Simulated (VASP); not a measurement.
# Sn (C2/c) in VASP: notebook

Runs on Sn. Level: revPBE. Tasks: single point.

Program: VASP 6.6.1. These are calculated values, not measurements. Logs are shortened: lines on timing, memory, paths and dates and some standing lists are left out, and cuts for length are marked.

### Step 1. The cell of the first run

It takes space group C2/c (No. 15, monoclinic). The conventional cell has a = 3.231 Å, b = 8.482 Å, c = 4.536 Å, α = 90.00°, β = 110.75°, γ = 90.00°. Sn (site symmetry 2) has 10 Sn at 3.11 to 3.86 Å within 4.1 Å.

### Step 2. Single point, revPBE

INCAR

```
PREC = Accurate ; ENCUT = 520
EDIFF = 1E-6 ; ISMEAR = -1
SIGMA = 0.1 ; LREAL = F
LASPH = T ; NELM = 100
ALGO = Normal ; ISIF = 2
LWAVE = F ; LCHARG = F
GGA = RE ; NBANDS = 21
```

KPOINTS

```
Automatic mesh
0
Gamma
  18 18 12
```

POSCAR

```
Sn
1.0
   -2.9977544520      2.9999753228      1.6154519507
    2.9999753228     -2.9977544520      1.6154519507
    2.9979667892      2.9979667892     -1.6113809733
Sn
2
Direct
    0.0000421255      0.9999578745      1.0000000000
    0.7499578745      0.2500421255      0.5000000000
```

Potentials or basis: VASP PAW PBE potentials, release 64 (Sn_d).

On the command line:

```bash
> cat potpaw_PBE.64/Sn_d/POTCAR > POTCAR
> mpirun -np 1 vasp_std > vasp.out
```

OUTCAR:

```text
PREC = Accurate
   ENCUT = 520
   EDIFF = 1E-6
   ISMEAR = -1
   LREAL = F
   LASPH = T
   NELM = 100
   ISIF = 2
   GGA = RE

 ion  position               nearest neighbor table
   1  0.000  1.000  0.000-   2 3.11   2 3.11   2 3.11   2 3.11
   2  0.750  0.250  0.500-   1 3.11   1 3.11   1 3.11   1 3.11

  LATTYP: Found a base centered monoclinic cell.
 ALAT       =     3.2309054280
 B/A-ratio  =     2.6252921913
 C/A-ratio  =     1.4038337643
 COS(beta)  =    -0.3543609501

  Lattice vectors:

 A1 = (  -2.9977544520,   2.9999753228,   1.6154519507)
 A2 = (   2.9999753228,  -2.9977544520,   1.6154519507)
 A3 = (   2.9979667892,   2.9979667892,  -1.6113809733)

Analysis of symmetry for initial positions (statically):
=====================================================================
 Subroutine PRICEL returns:
 Original cell was already a primitive cell.

 Routine SETGRP: Setting up the symmetry group for a
 base centered monoclinic supercell.

 Subroutine GETGRP returns: Found  4 space group operations
 (whereof  2 operations were pure point group operations)
 out of a pool of  4 trial point group operations.

The static configuration has the point symmetry C_2 .
 The point group associated with its full space group is C_2h.

Analysis of symmetry for dynamics (positions and initial velocities):
=====================================================================
 Subroutine PRICEL returns:
 Original cell was already a primitive cell.

 Routine SETGRP: Setting up the symmetry group for a
 base centered monoclinic supercell.

 Subroutine GETGRP returns: Found  4 space group operations
 (whereof  2 operations were pure point group operations)
 out of a pool of  4 trial point group operations.

The dynamic configuration has the point symmetry C_2 .
 The point group associated with its full space group is C_2h.

 Subroutine INISYM returns: Found  4 space group operations
 (whereof  2 operations are pure point group operations),
 and found     1 'primitive' translations

----------------------------------------------------------------------------------------

                                     Primitive cell

  volume of cell :      58.1163
[... 80 lines left out ...]
   PREC   = accura    normal or accurate (medium, high low for compatibility)
   ISTART =      0    job   : 0-new  1-cont  2-samecut
   ICHARG =      2    charge: 1-file 2-atom 10-const
   ISPIN  =      1    spin polarized calculation?
   LNONCOLLINEAR =      F non collinear calculations
   LSORBIT =      F    spin-orbit coupling
   LASPH  =      T    aspherical Exc in radial PAW
   ENCUT  =  520.0 eV  38.22 Ry    6.18 a.u.   8.44  8.44  8.43*2*pi/ulx,y,z
   NELM   =    100;   NELMIN=  2; NELMDL= -5     # of ELM steps
   EDIFF  = 0.1E-05   stopping-criterion for ELM
   LREAL  =      F    real-space projection
   EDIFFG = 0.1E-04   stopping-criterion for IOM
   NSW    =      0    number of steps for IOM
   IBRION =     -1    ionic relax: 0-MD 1-quasi-New 2-CG
   NFREE  =      0    steps in history (QN), initial steepest desc. (CG)
   ISIF   =      2    stress and relaxation
   ISYM   =      2    0-nonsym 1-usesym 2-fastsym
   POTIM  = 0.5000    time-step for ionic-motion
   TEBEG  =    0.0;   TEEND  =   0.0 temperature during run
   PSTRESS=    0.0 pullay stress
   NELECT =      28.0000    total number of electrons
   NUPDOWN=      -1.0000    fix difference up-down
   EMIN   =  10.00;   EMAX   =-10.00  energy-range for DOS
   EFERMI =   0.00;   METHOD = LEGACY
   ISMEAR =    -1;   SIGMA  =   0.10  broadening in eV -4-tet -1-fermi 0-gaus
   EFERMI_NEDOS =   21; number of points for ismear=-14 and -15
   IALGO  =     38    algorithm
   IMIX   =      4    mixing-type and parameters
     AMIX     =   0.40;   BMIX     =  1.00
     AMIX_MAG =   1.60;   BMIX_MAG =  1.00
  volume/ion in A,a.u.               =      29.06       196.09
  Fermi-wavevector in a.u.,A,eV,Ry     =   1.283398  2.425271 22.410307  1.647111
  Thomas-Fermi vector in A             =   2.415653
   LORBIT       =      0    0 simple, 1 ext, 2 COOP (PROOUT), +10 PAW based schemes
   GGA     = RE    functional components
   LHFCALC =     F    Hartree Fock is set to
   AEXX    =    0.0000 exact exchange contribution
   IVDW    =     0    specifies the selected vdW correction
   LEPSILON=     F    determine dielectric tensor
   LRPA    =     F    only Hartree local field effects (RPA)
 non-spin polarized calculation
  energy-cutoff  :      520.00
  volume of cell :       58.12
 maximum number of plane-waves:      1583
 NGX is ok and might be reduce to    36
   NGX = 17   NGY = 17   NGZ = 17

 number of electron      28.0000002 magnetization

 Free energy of the ion-electron system (eV)
  ---------------------------------------------------
  ext. energy  EPLUGINS =         0.00000000
  ---------------------------------------------------
  free energy    TOTEN  =        -7.00810581 eV

  energy without entropy =       -6.97238095  energy(sigma->0) =       -6.99024338

 E-fermi :   7.2350     XC(G=0):  -9.9265

 val. band max:        7.2327269099   @ k =   0.5000  -0.0000   0.1667
 cond. band min:       7.2388827099   @ k =   0.3333   0.1667  -0.0000
 fundamental gap:      0.0061558000
 Fermi energy:         7.2349789471

 k-point     1 :       0.0000    0.0000    0.0000
  band No.  band energies     occupation
      1     -14.3728      2.00000
      2     -14.3185      2.00000
      3     -14.2721      2.00000
      4     -14.2695      2.00000
      5     -14.1435      2.00000
      6     -14.1434      2.00000
[... 565 lines left out ...]
     20      15.4316      0.00000
     21      15.5816      0.00000

 [... further k-points ...]

------------------------ aborting loop because EDIFF is reached ----------------------------------------

  FORCE on cell =-STRESS in cart. coord.  units (eV):
  Direction    XX          YY          ZZ          XY          YZ          ZX
  --------------------------------------------------------------------------------------
  -------------------------------------------------------------------------------------
  Total       -0.0529403     -0.0529403      0.0807045     -0.0034406     -0.0052745     -0.0052745
  in kB       -1.4594829     -1.4594829      2.2248972     -0.0948514     -0.1454086     -0.1454087
  external PRESSURE =      -0.2313562 kB  Pullay stress =       0.0000000 kB

 VOLUME and BASIS-vectors are now :
 -----------------------------------------------------------------------------
  energy-cutoff  :      520.00
  volume of cell :       58.12
      direct lattice vectors                 reciprocal lattice vectors
    -2.997754452  2.999975323  1.615451951    -0.000215891  0.166513861  0.309396597
     2.999975323 -2.997754452  1.615451951     0.166513861 -0.000215891  0.309396597
     2.997966789  2.997966789 -1.611380973     0.166718103  0.166718103 -0.000229199

 POSITION                                       TOTAL-FORCE (eV/Angst)
 -----------------------------------------------------------------------------------
      2.99972     -2.99750      1.61545        -0.000605      0.000605      0.000000
      0.00091      2.99927      0.80976         0.000605     -0.000605     -0.000000
 -----------------------------------------------------------------------------------
    total drift:                                0.000000      0.000000     -0.000000

  FREE ENERGIE OF THE ION-ELECTRON SYSTEM (eV)
  ---------------------------------------------------
  free  energy   TOTEN  =        -7.0081058111 eV

  energy  without entropy=       -6.9723809523  energy(sigma->0) =       -6.99024338
```

OSZICAR:

```text
N       E                     dE             d eps       ncg     rms          rms(c)
DAV:   1     0.222375416363E+03    0.22238E+03   -0.14430E+04 44178   0.203E+03
DAV:   2     0.160577803063E+02   -0.20632E+03   -0.20219E+03 43869   0.451E+02
DAV:   3    -0.627379108447E+01   -0.22332E+02   -0.22163E+02 50442   0.135E+02
DAV:   4    -0.698451050959E+01   -0.71072E+00   -0.71025E+00 49370   0.266E+01
DAV:   5    -0.701372811527E+01   -0.29218E-01   -0.29217E-01 61943   0.507E+00    0.213E+00
DAV:   6    -0.700724299054E+01    0.64851E-02   -0.26665E-02 58678   0.220E+00    0.122E+00
DAV:   7    -0.700792569434E+01   -0.68270E-03   -0.17427E-02 58908   0.178E+00    0.153E-01
DAV:   8    -0.700809520503E+01   -0.16951E-03   -0.18988E-03 52274   0.555E-01    0.399E-02
DAV:   9    -0.700810585301E+01   -0.10648E-04   -0.64582E-05 59383   0.718E-02    0.127E-02
DAV:  10    -0.700810581113E+01    0.41885E-07   -0.95302E-06 55195   0.409E-02
   1 F= -.70081058E+01 E0= -.69902434E+01  d E =-.357249E-01
```

Run time: 30 min. Hardware: 1 thread of Intel Xeon 8259CL, shared host; peak memory 0.99 GiB.

Results:

```yaml
Free_energy: -7.0081 eV
Pressure: 0.0 GPa
Band_gap_on_the_k_mesh: zero (bands 14 and 15 overlap by 3.98 eV)
```

Levels at points of the mesh, in eV from the Fermi level:
```tsv
k point	band 12	band 13	band 14	band 15	band 16	band 17
(0.00, 0.00, 0.00)	-3.89	-1.83	-1.83	3.03	5.83	5.83
(0.50, 0.00, 0.00)	-5.15	-2.33	-1.58	-0.96	2.33	2.71
(0.50, 0.50, 0.00)	-8.54	0.56	0.56	1.39	1.39	5.90
(0.00, 0.00, 0.50)	-8.54	0.56	0.56	1.39	1.39	5.92
(0.50, 0.00, 0.50)	-5.14	-2.34	-1.58	-0.97	2.32	2.69
(0.50, 0.50, 0.50)	-7.40	-4.43	-4.43	5.02	5.02	8.64
```

Caveat: the PAW data sets were made with another functional, which shifts forces and pressure a little; spin-orbit coupling is left out, which moves the levels of the heavy elements.

### Step 3. Single point, revPBE (30.22 Å³/atom)

This run uses another cell than the first one, of 30.22 Å³/atom.

INCAR

```
SYSTEM = Sn
  PREC = Accurate
  ENCUT = 520
  EDIFF = 1E-6
  ISMEAR = -1
  SIGMA = 0.1
  LREAL = .False.
  LASPH = .True.
  NELM = 60
  ALGO = Normal
  ISIF = 2
  LWAVE = .False.
  LCHARG = .False.
  GGA = RE
  NBANDS = 21
```

KPOINTS

```
regular mesh
0
Gamma
  18 18 12
  0 0 0
```

POSCAR

```
Sn
1.0
   -3.0372031134      3.0394532095      1.6367103352
    3.0394532095     -3.0372031134      1.6367103352
    3.0374182448      3.0374182448     -1.6325857862
Sn
2
Direct
    0.0000421255      0.9999578745      1.0000000000
    0.7499578745      0.2500421255      0.5000000000
```

Potentials or basis: VASP PAW PBE potentials, release 64 (Sn_d).

On the command line:

```bash
> cat potpaw_PBE.64/Sn_d/POTCAR > POTCAR
> mpirun -np 1 vasp_std > vasp.out
```

It took 32 min on 1 thread of Oxide Virtual Turin-like, shared host; peak memory 0.98 GiB.

The run converged. Its results:

- Free energy: -6.9965 eV
- Pressure: -1.6 GPa
- Band gap on the k mesh: zero (bands 14 and 15 overlap by 3.79 eV)

Stress tensor (GPa, compression positive):
```
-1.70 -0.01 -0.01
-0.01 -1.70 -0.01
-0.01 -0.01 -1.37
```

Levels at points of the mesh, in eV from the Fermi level:
```csv
k point,band 10,band 11,band 12,band 13,band 14,band 15,band 16,band 17,band 18,band 19
"(0.00, 0.00, 0.00)",-21.22,-10.36,-4.00,-1.73,-1.73,3.09,5.64,5.64,6.33,6.43
"(0.50, 0.00, 0.00)",-21.26,-6.63,-5.06,-2.33,-1.49,-0.90,2.36,2.62,4.18,6.84
"(0.50, 0.50, 0.00)",-21.31,-8.35,-8.35,0.57,0.57,1.32,1.32,5.73,5.76,9.14
"(0.00, 0.00, 0.50)",-21.31,-8.35,-8.35,0.57,0.57,1.32,1.32,5.74,5.74,9.16
"(0.50, 0.00, 0.50)",-21.26,-6.62,-5.06,-2.34,-1.49,-0.90,2.35,2.60,4.18,6.84
"(0.50, 0.50, 0.50)",-21.36,-7.30,-7.30,-4.22,-4.22,4.89,4.89,8.28,8.28,12.05
```

Caveat: the PAW data sets were made with another functional, which shifts forces and pressure a little; spin-orbit coupling is left out, which moves the levels of the heavy elements.

### Step 4. Single point, revPBE (32.55 Å³/atom)

This run uses another cell than the first one, of 32.55 Å³/atom.

INCAR

```
ALGO = Normal
EDIFF = 1E-7
ENCUT = 520
GGA = RE
ISIF = 2
ISMEAR = -1
LASPH = T
LCHARG = T
LELF = T
LREAL = F
LVHAR = T
LWAVE = F
NBANDS = 21
NELM = 80
PREC = Accurate
SIGMA = 0.1
```

KPOINTS

```
k-points
0
Gamma
  18 18 12
```

POSCAR

```
Sn
1.0
   -3.1131644622      3.1154708338      1.6776449451
    3.1154708338     -3.1131644622      1.6776449451
    3.1133849741      3.1133849741     -1.6734172399
Sn
2
Direct
    0.0000421255      0.9999578745      1.0000000000
    0.7499578745      0.2500421255      0.5000000000
```

Potentials or basis: VASP PAW PBE potentials, release 64 (Sn_d).

On the command line:

```bash
> cat potpaw_PBE.64/Sn_d/POTCAR > POTCAR
> mpirun -np 1 vasp_std > vasp.out
```

OUTCAR:

```text
EDIFF = 1E-7
   ENCUT = 520
   GGA = RE
   ISIF = 2
   ISMEAR = -1
   LASPH = T
   LREAL = F
   NELM = 80
   PREC = Accurate

 ion  position               nearest neighbor table
   1  0.000  1.000  0.000-   2 3.22   2 3.22   2 3.23   2 3.23
   2  0.750  0.250  0.500-   1 3.22   1 3.22   1 3.23   1 3.23

  LATTYP: Found a base centered monoclinic cell.
 ALAT       =     3.3552914756
 B/A-ratio  =     2.6252921914
 C/A-ratio  =     1.4038337644
[... 765 lines left out ...]

 [... further k-points ...]

------------------------ aborting loop because EDIFF is reached ----------------------------------------

  FORCE on cell =-STRESS in cart. coord.  units (eV):
  Direction    XX          YY          ZZ          XY          YZ          ZX
  --------------------------------------------------------------------------------------
  -------------------------------------------------------------------------------------
  Total       -1.5925208     -1.5925208     -1.4825937     -0.0024786     -0.0037545     -0.0037545
  in kB      -39.1994071    -39.1994071    -36.4935853     -0.0610103     -0.0924162     -0.0924165
  external PRESSURE =     -38.2974665 kB  Pullay stress =       0.0000000 kB

 VOLUME and BASIS-vectors are now :
 -----------------------------------------------------------------------------
  energy-cutoff  :      520.00
  volume of cell :       65.09
      direct lattice vectors                 reciprocal lattice vectors
    -3.113164462  3.115470834  1.677644945    -0.000207888  0.160340925  0.297926768
     3.115470834 -3.113164462  1.677644945     0.160340925 -0.000207888  0.297926768
     3.113384974  3.113384974 -1.673417240     0.160537595  0.160537595 -0.000220702

 POSITION                                       TOTAL-FORCE (eV/Angst)
 -----------------------------------------------------------------------------------
      3.11521     -3.11290      1.67764        -0.001125      0.001125     -0.000000
      0.00095      3.11474      0.84094         0.001125     -0.001125      0.000000
 -----------------------------------------------------------------------------------
    total drift:                                0.000000      0.000000     -0.000000

  FREE ENERGIE OF THE ION-ELECTRON SYSTEM (eV)
  ---------------------------------------------------
  free  energy   TOTEN  =        -6.9164944169 eV

  energy  without entropy=       -6.8751093411  energy(sigma->0) =       -6.89580188
```

stdout:

```text
POSCAR found type information on POSCAR Sn
 POSCAR found :  1 types and       2 ions
 scaLAPACK will be used
 -----------------------------------------------------------------------------
|                                                                             |
|                                                                             |
|     You enforced a specific xc type in the INCAR file but a different       |
|     I HOPE YOU KNOW WHAT YOU ARE DOING!                                     |
|                                                                             |
 -----------------------------------------------------------------------------

 LDA part: xc-table for (Slater+PW92), standard interpolation
 POSCAR, INCAR and KPOINTS ok, starting setup
 FFT: planning ... GRIDC
 FFT: planning ... GRID_SOFT
 FFT: planning ... GRID
 WAVECAR not read
 entering main loop
```

It took 47 min on 1 thread of Oxide Virtual Turin-like, shared host; peak memory 1.1 GiB.

What came out:

```yaml
Free_energy: -6.9165 eV
Pressure: -3.8 GPa
Band_gap_on_the_k_mesh: zero (bands 14 and 15 overlap by 3.43 eV)
```

Levels at points of the mesh, in eV from the Fermi level:
```
           k point  band 11  band 12  band 13  band 14  band 15  band 16  band 17  band 18
(0.00, 0.00, 0.00)    -9.89    -4.19    -1.56    -1.56     3.19     5.28     5.28     5.86
(0.50, 0.00, 0.00)    -6.52    -4.95    -2.30    -1.34    -0.78     2.41     2.45     3.86
(0.50, 0.50, 0.00)    -8.03    -8.03     0.58     0.58     1.19     1.19     5.39     5.43
(0.00, 0.00, 0.50)    -8.03    -8.03     0.58     0.58     1.19     1.19     5.41     5.41
(0.50, 0.00, 0.50)    -6.51    -4.95    -2.31    -1.34    -0.79     2.40     2.43     3.86
(0.50, 0.50, 0.50)    -7.14    -7.14    -3.85    -3.85     4.63     4.63     7.63     7.63
```

Caveat: the cell stands under tension; the PAW data sets were made with another functional, which shifts forces and pressure a little; spin-orbit coupling is left out, which moves the levels of the heavy elements.

### Step 5. Summary

```tsv
cell	gap on the mesh (eV)	pressure (GPa)
a = 4.538, b = 4.538, c = 4.536 Å, angles 97.2, 97.2, 138.3°, 2 atoms	none	0.0
a = 4.598, b = 4.598, c = 4.595 Å, angles 97.2, 97.2, 138.3°, 2 atoms	none	-1.6
a = 4.713, b = 4.713, c = 4.710 Å, angles 97.2, 97.2, 138.3°, 2 atoms	none	-3.8
```

Alike in all rows: task single point; level revPBE; potentials or basis VASP PAW PBE potentials, release 64 (Sn_d); no spin polarisation; k mesh 18 × 18 × 12; cutoff (eV) 520; smearing fermi-dirac 0.1 eV.

Caveats: the PAW data sets were made with another functional, which shifts forces and pressure a little; spin-orbit coupling is left out, which moves the levels of the heavy elements; the cell stands under tension (at least some runs).

Total energies depend on the potentials used, so only differences within one code and one set of settings carry meaning.
